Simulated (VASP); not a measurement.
Set up this calculation in VASP 6.6.1, as the native input.

- Task: single point
- Functional: PBE
- Potentials or basis: VASP PAW PBE potentials, release 64 (Fe, O)
- Cutoff: 520 eV
- k mesh: 12 × 12 × 12
- Occupations: fermi-dirac, width 0.0612256 eV
- Spin: no spin polarisation
- Dipole correction: no
- Further INCAR settings: ALGO = Normal; EDIFF = 1e-06; NBANDS = 45

The structure of Fe2O3 lies in POSCAR:

```
Fe2O3
1.0
    4.5548086644      0.0000000000      0.0000000000
    0.0000000000      4.5548086644      0.0000000000
    0.0000000000      0.0000000000      4.5548086644
Fe O
4 6
Direct
    0.2500000000      0.2500000000      0.2500000000
    0.7500000000      0.7500000000      0.2500000000
    0.7500000000      0.2500000000      0.7500000000
    0.2500000000      0.7500000000      0.7500000000
    0.5000000000      0.0000000000      0.0000000000
    0.0000000000      0.5000000000      0.0000000000
    0.0000000000      0.0000000000      0.5000000000
    0.5000000000      0.5000000000      0.0000000000
    0.5000000000      0.0000000000      0.5000000000
    0.0000000000      0.5000000000      0.5000000000
```

One way to write it, as run:

INCAR

```
  ALGO = Normal
  EDIFF = 1E-6
  ENCUT = 520
  GGA = PE
  ISIF = 2
  ISMEAR = -1
  LASPH = True
  LCHARG = True
  LELF = True
  LREAL = False
  LVHAR = True
  LWAVE = False
  NBANDS = 45
  NELM = 100
  PREC = Accurate
  SIGMA = 0.06122561905347299
```

KPOINTS

```
k-points
0
Gamma
  12 12 12
```

Potentials or basis: VASP PAW PBE potentials, release 64 (Fe, O).

Command:

```console
$ cat potpaw_PBE.64/Fe/POTCAR potpaw_PBE.64/O/POTCAR > POTCAR
$ mpirun -np 1 vasp_std > vasp.out
```

Results of the run:

```yaml
Pressure: -7.4 GPa
Band_gap_on_the_k_mesh: zero (band 34 reaches 4.79 eV, above the bottom of band 35 at 4.47 eV)
```

Caveat: the run has no spin polarisation, though such a crystal can be magnetic; semilocal functionals often make such compounds metallic where correlation or magnetic order opens a gap, which also shifts bond lengths.

Run time: 6.9 min on 1 thread of Oxide Virtual Turin-like Processor, on a shared host, peak memory 0.34 GiB.
